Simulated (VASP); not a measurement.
Input of a VASP 6.6.1 run:

Contents of POSCAR:

```
MnV
1.0
    3.0689753671      0.7672438418      0.7672438418
    0.7672438418      3.0689753671      0.7672438418
    0.7672438418      0.7672438418      3.0689753671
Mn V
1 1
Direct
    0.0000000000      0.0000000000      0.0000000000
    0.5000000000      0.5000000000      0.5000000000
```

Contents of INCAR.step1:

```
PREC = Accurate ; ENCUT = 520
ISMEAR = 0 ; SIGMA = 0.15
LREAL = F ; LASPH = T
NELM = 150 ; ISPIN = 2
MAGMOM = 2.31 -1.73 ; LMAXMIX = 4
NBANDS = 24 ; GGA = PE
ALGO = Normal ; EDIFF = 1E-4
LWAVE = T ; LCHARG = F
```

Contents of INCAR.step2:

```
PREC = Accurate ; ENCUT = 520
EDIFF = 1E-6 ; ISMEAR = 0
SIGMA = 0.15 ; LREAL = F
LASPH = T ; NELM = 150
ALGO = Normal ; ISIF = 2
LWAVE = F ; LCHARG = T
ISPIN = 2 ; MAGMOM = 2.31 -1.73
LORBIT = 11 ; LMAXMIX = 4
METAGGA = R2SCAN ; LMIXTAU = T
LELF = T ; LVHAR = T
NBANDS = 24 ; ISTART = 1
```

File KPOINTS:

```
regular mesh
0
Gamma
  18 18 18
```

Potentials or basis: VASP PAW PBE potentials, release 64 (Mn_pv, V_sv).

The run is started by

```console
$ cat potpaw_PBE.64/Mn_pv/POTCAR potpaw_PBE.64/V_sv/POTCAR > POTCAR
$ cp INCAR.step1 INCAR
$ mpirun -np 1 vasp_std > vasp.out
$ cp INCAR.step2 INCAR
$ mpirun -np 1 vasp_std > vasp.out
```

(1) What does it give for the site moments?

(2) Estimate the pressure.

(3) Predict the net moment.

Answers

(1) Mn +2.04; V -1.04 μB.

(2) 22.5 GPa.

(3) 0.94 μB per cell.

Caveat: the cell stands under pressure; the PAW data sets were made with another functional, which shifts forces and pressure a little.
